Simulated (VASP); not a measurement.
Write the native input for VASP 6.6.1 that does the following.

```yaml
Task: single point
Functional: PBE
Potentials_or_basis: VASP PAW PBE potentials, release 64 (Al)
Cutoff: 500 eV
k_mesh: 9 × 9 × 12
Occupations: fermi-dirac, width 0.1 eV
Spin: no spin polarisation
Dipole_correction: no
Further_INCAR_settings: ALGO = Normal; EDIFF = 1e-06; NBANDS = 12
```

The structure of Al lies in POSCAR:

```
Al
1.0
    4.5838689354      0.0000000000      0.0000000000
   -2.2919344677      3.9697469457      0.0000000000
    0.0000000000      0.0000000000      2.8361442988
Al
3
Direct
    1.0000000000      0.0000000000      0.0000000000
    0.3333333333      0.6666666667      0.5000000000
    0.6666666667      0.3333333333      0.5000000000
```

This isn't the form of Al at room conditions, which is fcc.

The input as run:

INCAR

```
  ALGO = Normal
  EDIFF = 1E-6
  ENCUT = 500
  GGA = PE
  GGA_COMPAT = F
  ISIF = 2
  ISMEAR = -1
  LASPH = T
  LCHARG = F
  LREAL = F
  LWAVE = F
  NBANDS = 12
  NELM = 120
  PREC = Accurate
  SIGMA = 0.1
```

KPOINTS

```
k-points
0
Gamma
  9 9 12
```

Potentials or basis: VASP PAW PBE potentials, release 64 (Al).

The run is started by

```bash
$ cat potpaw_PBE.64/Al/POTCAR > POTCAR
$ mpirun -np 1 vasp_std > vasp.out
```

Results of the run:

- Pressure: 0.1 GPa
- Band gap on the k mesh: zero (an odd number of electrons rules out a gap without spin polarisation)

Run time: 23 s on 1 thread of Intel(R) Xeon(R) Platinum 8488C (Sapphire Rapids), on a shared host, peak memory 0.18 GiB.
